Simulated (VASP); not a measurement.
# Gd (Im-3m) in VASP: relaxation of cell and atoms with r2SCAN

Aim: the relaxation of cell and atoms of Gd with r2SCAN.

Everything below comes from runs of VASP 6.6.1. Logs are shortened: lines on timing, memory, paths and dates and some standing lists are left out, and cuts for length are marked.

**1. The cell of the first run**

Symmetry: Im-3m, No. 229, cubic system. The conventional cell has a = 4.050 Å, b = 4.050 Å, c = 4.050 Å, α = 90.00°, β = 90.00°, γ = 90.00°. Within 4.6 Å of Gd (site symmetry m-3m) lie 14 Gd at 3.51 to 4.05 Å.

This isn't the form of Gd at room conditions, which is hcp.

**2. Relaxation of cell and atoms, r2SCAN, collinear spin, ferromagnetic start**

Input file POSCAR:

```
Gd
1.0
    2.0250000000      2.0250000000      2.0250000000
   -2.0250000000      2.0250000000      2.0250000000
   -2.0250000000     -2.0250000000      2.0250000000
Gd
1
Direct
    0.0000000000      0.0000000000      0.0000000000
```

Input file INCAR.step1:

```
SYSTEM = Gd
PREC = Accurate
ENCUT = 600
ISMEAR = 1
SIGMA = 0.05
LREAL = .FALSE.
LASPH = .TRUE.
NELM = 150
ISPIN = 2
MAGMOM = 7
LMAXMIX = 6
GGA = PE
ALGO = Normal
EDIFF = 1E-4
LWAVE = .TRUE.
LCHARG = .FALSE.
```

Input file INCAR.step2:

```
SYSTEM = Gd
PREC = Accurate
ENCUT = 600
EDIFF = 1E-6
ISMEAR = 1
SIGMA = 0.05
LREAL = .FALSE.
LASPH = .TRUE.
NELM = 150
ALGO = Normal
ISIF = 3
LWAVE = .FALSE.
LCHARG = .FALSE.
ISPIN = 2
MAGMOM = 7
LORBIT = 11
LMAXMIX = 6
METAGGA = R2SCAN
LMIXTAU = .TRUE.
IBRION = 2
NSW = 80
EDIFFG = -0.03
ISTART = 1
```

Input file KPOINTS:

```
regular mesh
0
G
  9 9 9
  0 0 0
```

Potentials or basis: VASP PAW PBE potentials, release 64 (Gd).

Started as:

```
$ cat potpaw_PBE.64/Gd/POTCAR > POTCAR
$ cp INCAR.step1 INCAR
$ mpirun -np 1 vasp_std > vasp.out
$ cp INCAR.step2 INCAR
$ mpirun -np 1 vasp_std > vasp.out
```

OUTCAR:

```text
SYSTEM = Gd
   PREC = Accurate
   ENCUT = 600
   EDIFF = 1E-6
   ISMEAR = 1
   LREAL = .FALSE.
   LASPH = .TRUE.
   NELM = 150
   ISIF = 3
   ISPIN = 2
   LORBIT = 11
   METAGGA = R2SCAN
   IBRION = 2
   NSW = 80
   EDIFFG = -0.03
   ISTART = 1

 ion  position               nearest neighbor table
   1  0.000  0.000  0.000-

  LATTYP: Found a body centered cubic cell.
 ALAT       =     4.0500000000

  Lattice vectors:

 A1 = (   2.0250000000,  -2.0250000000,  -2.0250000000)
 A2 = (   2.0250000000,   2.0250000000,   2.0250000000)
 A3 = (  -2.0250000000,  -2.0250000000,   2.0250000000)

Analysis of symmetry for initial positions (statically):
=====================================================================
 Subroutine PRICEL returns:
 Original cell was already a primitive cell.

 Routine SETGRP: Setting up the symmetry group for a
 body centered cubic supercell.

 Subroutine GETGRP returns: Found 48 space group operations
 (whereof 48 operations were pure point group operations)
 out of a pool of 48 trial point group operations.

The static configuration has the point symmetry O_h .

Analysis of symmetry for dynamics (positions and initial velocities):
=====================================================================
 Subroutine PRICEL returns:
 Original cell was already a primitive cell.

 Routine SETGRP: Setting up the symmetry group for a
 body centered cubic supercell.

 Subroutine GETGRP returns: Found 48 space group operations
 (whereof 48 operations were pure point group operations)
 out of a pool of 48 trial point group operations.

The dynamic configuration has the point symmetry O_h .

Analysis of structural, dynamic, and magnetic symmetry:
=====================================================================
 Subroutine PRICEL returns:
 Original cell was already a primitive cell.

 Routine SETGRP: Setting up the symmetry group for a
 body centered cubic supercell.

 Subroutine GETGRP returns: Found 48 space group operations
 (whereof 48 operations were pure point group operations)
 out of a pool of 48 trial point group operations.

The overall configuration has the point symmetry O_h .

 Subroutine INISYM returns: Found 48 space group operations
 (whereof 48 operations are pure point group operations),
 and found     1 'primitive' translations

----------------------------------------------------------------------------------------

                                     Primitive cell

  volume of cell :      33.2151

  direct lattice vectors                    reciprocal lattice vectors
     2.025000000  2.025000000  2.025000000     0.246913580  0.000000000  0.246913580
    -2.025000000  2.025000000  2.025000000    -0.246913580  0.246913580  0.000000000
    -2.025000000 -2.025000000  2.025000000     0.000000000 -0.246913580  0.246913580

  length of vectors
     3.507402885  3.507402885  3.507402885     0.349188534  0.349188534  0.349188534

  position of ions in fractional coordinates (direct lattice)
     0.000000000  0.000000000  0.000000000

  ion indices of the primitive-cell ions
   primitive index   ion index
                 1           1

----------------------------------------------------------------------------------------

 KPOINTS: regular mesh

Automatic generation of k-mesh.
 Grid dimensions read from file:
 generate k-points for:    9    9    9

 Generating k-lattice:

  Cartesian coordinates                     Fractional coordinates (reciprocal lattice)
[... 67 lines left out ...]
   ISYM   =      2    0-nonsym 1-usesym 2-fastsym
   POTIM  = 0.5000    time-step for ionic-motion
   TEBEG  =    0.0;   TEEND  =   0.0 temperature during run
   PSTRESS=    0.0 pullay stress
   NELECT =      18.0000    total number of electrons
   NUPDOWN=      -1.0000    fix difference up-down
   EMIN   =  10.00;   EMAX   =-10.00  energy-range for DOS
   EFERMI =   0.00;   METHOD = LEGACY
   ISMEAR =     1;   SIGMA  =   0.05  broadening in eV -4-tet -1-fermi 0-gaus
   EFERMI_NEDOS =   21; number of points for ismear=-14 and -15
   IALGO  =     38    algorithm
   IMIX   =      4    mixing-type and parameters
     AMIX     =   0.40;   BMIX     =  1.00
     AMIX_MAG =   1.60;   BMIX_MAG =  1.00
  volume/ion in A,a.u.               =      33.22       224.15
  Fermi-wavevector in a.u.,A,eV,Ry     =   1.334711  2.522238 24.238153  1.781454
  Thomas-Fermi vector in A             =   2.463472
   LORBIT       =     11    0 simple, 1 ext, 2 COOP (PROOUT), +10 PAW based schemes
   METAGGA = R2SCAN    functional components
   LHFCALC =     F    Hartree Fock is set to
   AEXX    =    0.0000 exact exchange contribution
   IVDW    =     0    specifies the selected vdW correction
   LEPSILON=     F    determine dielectric tensor
   LRPA    =     F    only Hartree local field effects (RPA)
 conjugate gradient relaxation of ions
 spin polarized calculation
 Methfessel and Paxton  Order N= 1 SIGMA  =   0.05
  energy-cutoff  :      600.00
  volume of cell :       33.22
 maximum number of plane-waves:      1132
   NGX = 13   NGY = 13   NGZ = 13

--------------------------------------- Ionic step        1  -------------------------------------------

 number of electron      18.0000009 magnetization       7.9213303

 Free energy of the ion-electron system (eV)
  ---------------------------------------------------
  ext. energy  EPLUGINS =         0.00000000
  ---------------------------------------------------
  free energy    TOTEN  =       -40.94908692 eV

  energy without entropy =      -40.94934398  energy(sigma->0) =      -40.94917261

------------------------ aborting loop because EDIFF is reached ----------------------------------------

  FORCE on cell =-STRESS in cart. coord.  units (eV):
  Direction    XX          YY          ZZ          XY          YZ          ZX
  --------------------------------------------------------------------------------------
  -------------------------------------------------------------------------------------
  Total        0.0770628      0.0770628      0.0770628     -0.0000000      0.0000000     -0.0000000
  in kB        3.7172359      3.7172359      3.7172359     -0.0000000      0.0000000     -0.0000000
  external PRESSURE =       3.7172359 kB  Pullay stress =       0.0000000 kB

 VOLUME and BASIS-vectors are now :
 -----------------------------------------------------------------------------
  energy-cutoff  :      600.00
  volume of cell :       33.22
      direct lattice vectors                 reciprocal lattice vectors
     2.025000000  2.025000000  2.025000000     0.246913580  0.000000000  0.246913580
    -2.025000000  2.025000000  2.025000000    -0.246913580  0.246913580  0.000000000
    -2.025000000 -2.025000000  2.025000000     0.000000000 -0.246913580  0.246913580

 POSITION                                       TOTAL-FORCE (eV/Angst)
 -----------------------------------------------------------------------------------
      0.00000      0.00000      0.00000        -0.000000      0.000000      0.000000
 -----------------------------------------------------------------------------------
    total drift:                               -0.000000     -0.000000     -0.000000

  FREE ENERGIE OF THE ION-ELECTRON SYSTEM (eV)
  ---------------------------------------------------
  free  energy   TOTEN  =       -40.9490869247 eV

  energy  without entropy=      -40.9493439763  energy(sigma->0) =      -40.94917261

--------------------------------------- Ionic step        2  -------------------------------------------

 number of electron      18.0000010 magnetization       7.9212242

 Free energy of the ion-electron system (eV)
  ---------------------------------------------------
  ext. energy  EPLUGINS =         0.00000000
  ---------------------------------------------------
  free energy    TOTEN  =       -40.94932894 eV

  energy without entropy =      -40.94952677  energy(sigma->0) =      -40.94939489

 E-fermi :   2.9030     XC(G=0): -10.5870

 val. band max:        2.8870070888   @ k =   0.3333   0.2222   0.1111
 cond. band min:       2.9168514071   @ k =   0.3333   0.1111   0.1111
 fundamental gap:      0.0298443183
 Fermi energy:         2.9029924815

 spin component 1

 k-point     1 :       0.0000    0.0000    0.0000
  band No.  band energies     occupation
      1     -44.3479      1.00000
      2     -20.6817      1.00000
      3     -20.6817      1.00000
      4     -20.6816      1.00000
      5      -2.9011      1.00000
      6      -2.9011      1.00000
[... 459 lines left out ...]
      6      -2.8503      1.00000
[... 9 lines left out ...]
     16       7.1188      0.00000
     17       9.7917      0.00000

 [... further k-points ...]

 spin component 2

 k-point     1 :       0.0000    0.0000    0.0000
  band No.  band energies     occupation
      1     -40.4140      1.00000
      2     -17.8145      1.00000
      3     -17.8145      1.00000
      4     -17.8145      1.00000
      5      -1.1832      1.00000
      6       4.2031      0.00000
[... 459 lines left out ...]
      6       3.6202     -0.00000
[... 9 lines left out ...]
     16       8.7274      0.00000
     17      11.6645      0.00000

 [... further k-points ...]
[... 5 lines left out ...]
  --------------------------------------------------------------------------------------
  -------------------------------------------------------------------------------------
  Total       -0.0242154     -0.0242154     -0.0242154      0.0000000     -0.0000000      0.0000000
  in kB       -1.1551364     -1.1551364     -1.1551364      0.0000000     -0.0000000      0.0000000
  external PRESSURE =      -1.1551364 kB  Pullay stress =       0.0000000 kB

 VOLUME and BASIS-vectors are now :
 -----------------------------------------------------------------------------
  energy-cutoff  :      600.00
  volume of cell :       33.59
      direct lattice vectors                 reciprocal lattice vectors
     2.032528368  2.032528368  2.032528368     0.245999027  0.000000000  0.245999027
    -2.032528368  2.032528368  2.032528368    -0.245999027  0.245999027  0.000000000
    -2.032528368 -2.032528368  2.032528368     0.000000000 -0.245999027  0.245999027

 POSITION                                       TOTAL-FORCE (eV/Angst)
 -----------------------------------------------------------------------------------
      0.00000      0.00000      4.06506        -0.000000     -0.000000      0.000000
 -----------------------------------------------------------------------------------
    total drift:                               -0.000000     -0.000000      0.000000

  FREE ENERGIE OF THE ION-ELECTRON SYSTEM (eV)
  ---------------------------------------------------
  free  energy   TOTEN  =       -40.9493289437 eV

  energy  without entropy=      -40.9495267748  energy(sigma->0) =      -40.94939489

 reached required accuracy - stopping structural energy minimisation

 total charge

# of ion       s       p       d       f       tot
--------------------------------------------------
    1        2.073   5.599   0.591   6.928  15.191

 magnetization (x)

# of ion       s       p       d       f       tot
--------------------------------------------------
    1        0.000  -0.098   0.285   6.898   7.086
```

Wall time 4 min (1 thread of Intel Xeon Platinum 8375C at 2.90GHz (Ice Lake), shared host); peak memory 0.22 GiB.

Results:

```
Free energy                                           : -40.9493 eV
Relaxed volume                                        : 33.59 Å³/atom
Relaxed cell                                          : a = 3.520 Å, b = 3.520 Å, c = 3.520 Å, α = 70.53°, β = 109.47°, γ = 70.53°
Space group after relaxing (to 0.1 Å)                 : Im-3m (No. 229)
Energy gained by relaxing                             : 0.2 meV/atom
Ionic steps                                           : 2
Pressure after relaxing                               : -0.1 GPa
Net moment                                            : 7.92 μB per cell
Site moments                                          : Gd +7.09 μB
Valence electrons inside the program's atomic spheres : Gd 15.19
```

Step by step:
```tsv
step	energy change (eV)	largest force (eV/Å)	pressure (GPa)	volume (Å³)
1	0.0000	0.0000	0.37	33.22
2	-0.0002	0.0000	-0.12	33.59
```

Final structure:
```cif
data_structure
_symmetry_space_group_name_H-M 'P 1'
_symmetry_Int_Tables_number 1
_cell_length_a 3.5204
_cell_length_b 3.5204
_cell_length_c 3.5204
_cell_angle_alpha 70.529
_cell_angle_beta 109.471
_cell_angle_gamma 70.529
_cell_volume 33.59
loop_
_atom_site_label
_atom_site_type_symbol
_atom_site_fract_x
_atom_site_fract_y
_atom_site_fract_z
_atom_site_occupancy
Gd1 Gd 0.00000 0.00000 0.00000 1
```

Levels at points of the mesh, in eV from the Fermi level:
Spin up:
```tsv
k point	band 11	band 12	band 13	band 14	band 15	band 16
(0.00, 0.00, 0.00)	-5.66	-5.55	1.32	1.32	1.32	3.57
```
Spin down:
```tsv
k point	band 3	band 4	band 5	band 6	band 7	band 8
(0.00, 0.00, 0.00)	-20.72	-20.72	-4.09	1.30	1.30	1.30
```

Caveat: the PAW data sets were made with another functional, which shifts forces and pressure a little; spin-orbit coupling is left out, which moves the levels of the heavy elements; semilocal functionals describe open f shells poorly, which spoils levels, moments and volumes.
